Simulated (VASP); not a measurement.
# Ta2N in VASP: notebook, part 2 of 2

VASP 6.6.1. The steps go on from the part before.

## Step 4: Single point, PBE (strained)

INCAR reads:

```
SYSTEM = Ta2N
  PREC = Accurate
  ENCUT = 520
  EDIFF = 1E-7
  ISMEAR = 0
  SIGMA = 0.1
  LREAL = .FALSE.
  LASPH = .TRUE.
  NELM = 60
  ALGO = Normal
  ISIF = 2
  LWAVE = .FALSE.
  LCHARG = .FALSE.
  GGA = PE
  NBANDS = 20
```

KPOINTS reads:

```
Automatic mesh
0
G
  15 15 10
  0 0 0
```

POSCAR reads:

```
Ta2N
1.0
    2.9579032602      0.0000000000      0.0000000000
   -1.4789516301      2.5616193653      0.0000000000
    0.0000000000      0.0000000000      4.9196107750
Ta N
2 1
Direct
    0.6666666667      0.3333333333      0.7377441241
    0.3333333333      0.6666666667      0.2622558759
    0.0000000000      0.0000000000      0.0000000000
```

Potentials or basis: VASP PAW PBE potentials, release 64 (Ta_pv, N).

Started as:

```bash
$ cat potpaw_PBE.64/Ta_pv/POTCAR potpaw_PBE.64/N/POTCAR > POTCAR
$ mpirun -np 1 vasp_std > vasp.out
```

OUTCAR:

```text
SYSTEM = Ta2N
   PREC = Accurate
   ENCUT = 520
   EDIFF = 1E-7
   ISMEAR = 0
   LREAL = .FALSE.
   LASPH = .TRUE.
   NELM = 60
   ISIF = 2
   GGA = PE

 ion  position               nearest neighbor table
   1  0.667  0.333  0.738-   3 2.14   3 2.14   3 2.14   2 2.90   2 2.90   2 2.90   2 3.09   2 3.09
                             2 3.09
   2  0.333  0.667  0.262-   3 2.14   3 2.14   3 2.14   1 2.90   1 2.90   1 2.90   1 3.09   1 3.09
                             1 3.09
   3  0.000  0.000  0.000-   1 2.14   2 2.14   1 2.14   2 2.14   1 2.14   2 2.14

  LATTYP: Found a hexagonal cell.
 ALAT       =     2.9579032602
 C/A-ratio  =     1.6632088146

  Lattice vectors:

 A1 = (   2.9579032602,   0.0000000000,   0.0000000000)
 A2 = (  -1.4789516301,   2.5616193653,   0.0000000000)
 A3 = (   0.0000000000,   0.0000000000,   4.9196107750)

Analysis of symmetry for initial positions (statically):
=====================================================================
 Subroutine PRICEL returns:
 Original cell was already a primitive cell.

 Routine SETGRP: Setting up the symmetry group for a
 hexagonal supercell.

 Subroutine GETGRP returns: Found 12 space group operations
 (whereof 12 operations were pure point group operations)
 out of a pool of 24 trial point group operations.

The static configuration has the point symmetry D_3d.

Analysis of symmetry for dynamics (positions and initial velocities):
=====================================================================
 Subroutine PRICEL returns:
 Original cell was already a primitive cell.

 Routine SETGRP: Setting up the symmetry group for a
 hexagonal supercell.

 Subroutine GETGRP returns: Found 12 space group operations
 (whereof 12 operations were pure point group operations)
 out of a pool of 24 trial point group operations.

The dynamic configuration has the point symmetry D_3d.

 Subroutine INISYM returns: Found 12 space group operations
[... 111 lines left out ...]
   NUPDOWN=      -1.0000    fix difference up-down
   EMIN   =  10.00;   EMAX   =-10.00  energy-range for DOS
   EFERMI =   0.00;   METHOD = LEGACY
   ISMEAR =     0;   SIGMA  =   0.10  broadening in eV -4-tet -1-fermi 0-gaus
   EFERMI_NEDOS =   21; number of points for ismear=-14 and -15
   IALGO  =     38    algorithm
   IMIX   =      4    mixing-type and parameters
     AMIX     =   0.40;   BMIX     =  1.00
     AMIX_MAG =   1.60;   BMIX_MAG =  1.00
  volume/ion in A,a.u.               =      12.43        83.85
  Fermi-wavevector in a.u.,A,eV,Ry     =   1.470234  2.778338 29.410171  2.161587
  Thomas-Fermi vector in A             =   2.585515
   LORBIT       =      0    0 simple, 1 ext, 2 COOP (PROOUT), +10 PAW based schemes
   GGA     = PE    functional components
   LHFCALC =     F    Hartree Fock is set to
   AEXX    =    0.0000 exact exchange contribution
   IVDW    =     0    specifies the selected vdW correction
   LEPSILON=     F    determine dielectric tensor
   LRPA    =     F    only Hartree local field effects (RPA)
 non-spin polarized calculation
 Gauss-broadening in eV      SIGMA  =   0.10
  energy-cutoff  :      520.00
  volume of cell :       37.28
 maximum number of plane-waves:      1032
 NGX is ok and might be reduce to    24
   NGX = 11   NGY = 11   NGZ = 19

 number of electron      27.0000005 magnetization

 Free energy of the ion-electron system (eV)
  ---------------------------------------------------
  ext. energy  EPLUGINS =         0.00000000
  ---------------------------------------------------
  free energy    TOTEN  =       -34.06140129 eV

  energy without entropy =      -34.05560992  energy(sigma->0) =      -34.05850560

 E-fermi :   8.3221     XC(G=0): -13.3499

 val. band max:        8.3217765514   @ k =   0.1333   0.0667   0.3000
 cond. band min:       8.3259206766   @ k =   0.0667  -0.0000   0.1000
 fundamental gap:      0.0041441252
 Fermi energy:         8.3220896684

 k-point     1 :       0.0000    0.0000    0.0000
  band No.  band energies     occupation
      1     -27.3510      2.00000
      2     -26.2756      2.00000
      3     -26.2756      2.00000
      4     -26.1748      2.00000
      5     -26.1475      2.00000
      6     -26.1475      2.00000
[... 541 lines left out ...]
     19      13.2331      0.00000
     20      15.3364      0.00000

 [... further k-points ...]
[... 5 lines left out ...]
  --------------------------------------------------------------------------------------
  -------------------------------------------------------------------------------------
  Total        7.3098770      7.3098770      5.2196792      0.0000000      0.0000000      0.0000000
  in kB      314.1892650    314.1892650    224.3494895      0.0000000      0.0000000      0.0000000
  external PRESSURE =     284.2426732 kB  Pullay stress =       0.0000000 kB

 VOLUME and BASIS-vectors are now :
 -----------------------------------------------------------------------------
  energy-cutoff  :      520.00
  volume of cell :       37.28
      direct lattice vectors                 reciprocal lattice vectors
     2.957903260  0.000000000  0.000000000     0.338077318  0.195189030  0.000000000
    -1.478951630  2.561619365  0.000000000     0.000000000  0.390378061  0.000000000
     0.000000000  0.000000000  4.919610775     0.000000000  0.000000000  0.203268113

 POSITION                                       TOTAL-FORCE (eV/Angst)
 -----------------------------------------------------------------------------------
      1.47895      0.85387      3.62941        -0.000000      0.000000      0.192409
     -0.00000      1.70775      1.29020         0.000000     -0.000000     -0.192409
      0.00000      0.00000      0.00000        -0.000000      0.000000      0.000000
 -----------------------------------------------------------------------------------
    total drift:                                0.000000      0.000000     -0.000000

  FREE ENERGIE OF THE ION-ELECTRON SYSTEM (eV)
  ---------------------------------------------------
  free  energy   TOTEN  =       -34.0614012897 eV

  energy  without entropy=      -34.0556099196  energy(sigma->0) =      -34.05850560
```

It took 68 s on 1 thread of Intel Xeon 6975P-C (Granite Rapids), shared host; peak memory 0.28 GiB.

What came out:

```
Free energy   : -34.0614 eV
Pressure      : 28.4 GPa
Largest force : 0.192 eV/Å
```

Forces on the atoms (eV/Å):
```
Ta   0.000  0.000  0.192
Ta   0.000  0.000 -0.192
N    0.000  0.000  0.000
```

Caveat: the cell differs from its parent crystal (strained); spin-orbit coupling is left out, which moves the levels of the heavy elements.

## Step 5: Single point, PBE (strained)

INCAR reads:

```
SYSTEM = Ta2N
  PREC = Accurate
  ENCUT = 520
  EDIFF = 1E-6
  ISMEAR = 0
  SIGMA = 0.1
  LREAL = .False.
  LASPH = .True.
  NELM = 100
  ALGO = Normal
  ISIF = 2
  LWAVE = .False.
  LCHARG = .False.
  GGA = PE
  NBANDS = 20
```

KPOINTS reads:

```
Automatic mesh
0
Gamma
  15 15 10
  0 0 0
```

POSCAR reads:

```
Ta2N
1.0
    3.0361605985      0.0000000000      0.0000000000
   -1.5180802992      2.6293922082      0.0000000000
    0.0000000000      0.0000000000      4.8228957328
Ta N
2 1
Direct
    0.6666666667      0.3333333333      0.7377441241
    0.3333333333      0.6666666667      0.2622558759
    0.0000000000      0.0000000000      0.0000000000
```

Started as:

```bash
$ cat potpaw_PBE.64/Ta_pv/POTCAR potpaw_PBE.64/N/POTCAR > POTCAR
$ mpirun -np 1 vasp_std > vasp.out
```

Wall time 56 s (1 thread of Intel Xeon 6975P-C (Granite Rapids), shared host); peak memory 0.28 GiB.

It converged, with:

- Free energy: -34.2593 eV
- Pressure: 16.3 GPa
- Largest force: 0.646 eV/Å

Forces on the atoms (eV/Å):
```
Ta   0.000  0.000  0.646
Ta   0.000  0.000 -0.646
N    0.000  0.000  0.000
```

Stress tensor (GPa, compression positive):
```
15.90  0.00  0.00
 0.00 15.90  0.00
 0.00  0.00 17.21
```

Levels at points of the mesh, in eV from the Fermi level:
| k point | band 10 | band 11 | band 12 | band 13 | band 14 | band 15 | band 16 | band 17 |
| --- | --- | --- | --- | --- | --- | --- | --- | --- |
| (0.00, 0.00, 0.00) | -5.93 | -5.05 | -0.80 | -0.27 | -0.27 | 0.03 | 0.52 | 0.52 |
| (0.00, 0.00, 0.50) | -6.15 | -3.41 | -2.54 | -1.12 | -1.12 | 1.84 | 2.51 | 2.66 |

Caveat: the cell differs from its parent crystal (strained); spin-orbit coupling is left out, which moves the levels of the heavy elements.

## Step 6: Summary

```csv
cell,k mesh,gap on the mesh (eV),pressure (GPa),largest force (eV/Å)
"a = 3.113, b = 3.113, c = 4.870 Å, angles 90.0, 90.0, 120.0°, 3 atoms",15 × 15 × 8,none,-0.4,3.61
"a = 3.043, b = 3.043, c = 5.198 Å, angles 90.0, 90.0, 120.0°, 3 atoms",15 × 15 × 8,none,-3.2,1.38
"a = 2.958, b = 2.958, c = 4.920 Å, angles 90.0, 90.0, 120.0°, 3 atoms",15 × 15 × 10,none,28.4,0.19
"a = 3.036, b = 3.036, c = 4.823 Å, angles 90.0, 90.0, 120.0°, 3 atoms",15 × 15 × 10,none,16.3,0.65
```

Alike in all rows: task single point; level PBE; potentials or basis VASP PAW PBE potentials, release 64 (Ta_pv, N); no spin polarisation; cutoff (eV) 520; smearing gaussian 0.1 eV.

Caveats: spin-orbit coupling is left out, which moves the levels of the heavy elements; forces of over 1 eV/Å act on the atoms, so gaps and moduli don't describe the material at rest (some runs).

Absolute energies hang on the potentials; compare differences alone.
